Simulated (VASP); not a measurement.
Hf: relaxation of cell and atoms with PBEsol

Hf:

```xyz
3
Lattice="4.9623 0.0000 0.0000 -2.4812 4.2975 0.0000 0.0000 0.0000 3.0862" Properties=species:S:1:pos:R:3 pbc="T T T"
Hf    2.4812    1.4325    1.5431
Hf    0.0000    2.8650    1.5431
Hf    0.0000    0.0000    0.0000
```

* Program: VASP 6.6.1
* Task: relaxation of cell and atoms
* Functional: PBEsol
* Potentials or basis: VASP PAW PBE potentials, release 64 (Hf_pv)
* Cutoff: 600 eV
* k mesh: 5 × 5 × 7
* Occupations: fermi-dirac, width 0.1 eV
* Spin: no spin polarisation
* Dipole correction: no
* Further INCAR settings: ALGO = Normal; EDIFF = 1e-06; IBRION = 2; EDIFFG = -0.01; NSW = 60; ISIF = 3

```
Relaxed volume                         : 21.30 Å³/atom
Relaxed cell                           : a = 4.905 Å, b = 4.905 Å, c = 3.066 Å, α = 90.00°, β = 90.00°, γ = 120.00°
Space group after relaxing (to 0.05 Å) : P6/mmm (No. 191)
Energy gained by relaxing              : 6.6 meV/atom
Ionic steps                            : 6
Pressure after relaxing                : 0.0 GPa
Band gap on the k mesh                 : zero (band 15 reaches 5.10 eV, above the bottom of band 16 at 4.33 eV)
```

The path:
| step | energy change (eV) | largest force (eV/Å) | pressure (GPa) | volume (Å³) |
| --- | --- | --- | --- | --- |
| 1 | 0.0000 | 0.0000 | -3.18 | 65.82 |
| 2 | 0.0079 | 0.0000 | 4.24 | 61.75 |
| 3 | -0.0197 | 0.0000 | 0.01 | 63.92 |
| 4 | -0.0197 | 0.0000 | 0.07 | 63.88 |
| 5 | -0.0199 | 0.0000 | 0.04 | 63.89 |
| 6 | -0.0199 | 0.0000 | 0.05 | 63.89 |

Final structure:
```xyz
3
Lattice="4.9049 0.0000 0.0000 -2.4525 4.2478 0.0000 0.0000 0.0000 3.0665" Properties=species:S:1:pos:R:3 pbc="T T T"
Hf    2.4525    1.4159    1.5332
Hf    0.0000    2.8319    1.5332
Hf    4.9049    0.0000    3.0665
```

Levels at points of the mesh, in eV from the Fermi level:
```tsv
k point	band 13	band 14	band 15	band 16	band 17	band 18
(0.00, 0.00, 0.00)	-0.60	-0.59	-0.56	-0.56	1.17	2.21
```

It took 87 s on 1 thread of Intel Xeon 6975P-C, with other jobs on the host, peak memory 0.22 GiB.

Caveat: the PAW data sets were made with another functional, which shifts forces and pressure a little; spin-orbit coupling is left out, which moves the levels of the heavy elements.
